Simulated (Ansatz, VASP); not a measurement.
AlN in VASP and in Ansatz

POSCAR

```
AlN
1.0
    3.1532653187      0.0000000000      0.0000000000
   -1.5766326593      2.6500943377      0.0000000000
    0.0000000000      0.0000000000      4.9784048354
Al N
2 2
Direct
    0.3333333333      0.6666666667      0.0016929024
    0.6666666667      0.3333333333      0.5016929024
    0.3333333333      0.6666666667      0.3833070976
    0.6666666667      0.3333333333      0.8833070976
```

Contents of INCAR.step1:

```
  PREC = Accurate
  ENCUT = 520
  ISMEAR = 0
  SIGMA = 0.05
  LREAL = F
  LASPH = T
  NELM = 100
  NBANDS = 16
  GGA = PE
  ALGO = Normal
  EDIFF = 1E-4
  LWAVE = T
  LCHARG = F
```

File INCAR.step2:

```
  PREC = Accurate
  ENCUT = 520
  EDIFF = 1E-7
  ISMEAR = 0
  SIGMA = 0.05
  LREAL = F
  LASPH = T
  NELM = 100
  ALGO = Normal
  ISIF = 2
  LWAVE = F
  LCHARG = F
  METAGGA = R2SCAN
  LMIXTAU = T
  NBANDS = 16
  ISTART = 1
```

File KPOINTS:

```
Automatic mesh
0
Gamma
  12 12 6
```

Input for Ansatz:

```yaml
crystal:
  lattice:
    - [3.1532653187, 0.0, 0.0]
    - [-1.5766326593, 2.6500943377, 0.0]
    - [0.0, 0.0, 4.9784048354]
  atoms:
    - { symbol: Al, position: [0.3333333333, 0.6666666667, 0.0016929024] }
    - { symbol: Al, position: [0.6666666667, 0.3333333333, 0.5016929024] }
    - { symbol: "N", position: [0.3333333333, 0.6666666667, 0.3833070976] }
    - { symbol: "N", position: [0.6666666667, 0.3333333333, 0.8833070976] }
basis:
  ecutwfc: 500
kpoints:
  mp_grid: { grid: [12, 12, 6] }
hamiltonian:
  xc: r2scan
scf:
  occupations: { method: gaussian, width: 0.05 }
output:
  forces: true
  stress: true
  eigenvalues: true
  write_density: true
  write_potential: true
  elf: true
  volumetric_format: npy
```

Change from the starting cell: strain +0.0150 x Voigt [1, -1, 0, 0, 0, 0], atoms carried along.

Alike in both runs: task single point; functional r2SCAN; k mesh 12 × 12 × 6; occupations gaussian, width 0.05 eV; no spin polarisation.

|  | VASP | Ansatz |
| --- | --- | --- |
| version | VASP 6.6.1 | Ansatz 0.2.0 |
| potentials or method | VASP PAW PBE potentials, release 64 (Al, N), cutoff 520 eV | scalar-relativistic, plane waves, PAW |
| valence electrons in the cell | 16 | 16 |

```tsv
	VASP	Ansatz	Ansatz less VASP
gap on the k mesh at the Fermi level (eV)	4.91	4.87	-0.040
least direct gap on the mesh (eV)	4.91	4.87	-0.040
pressure (GPa)	-0.2	0.2	+0.39
traceless stress, the component that is largest in VASP (GPa)	5.70	5.64	-0.064
rms of the force components (eV/Å)	0.180	0.178	-0.0028
```

VASP's potentials were made for PBE, not for r2SCAN. Atom by atom the forces differ by 0.003 eV/Å (rms over components). The functional is the same, so the differences come from potentials, cutoffs and numerics.
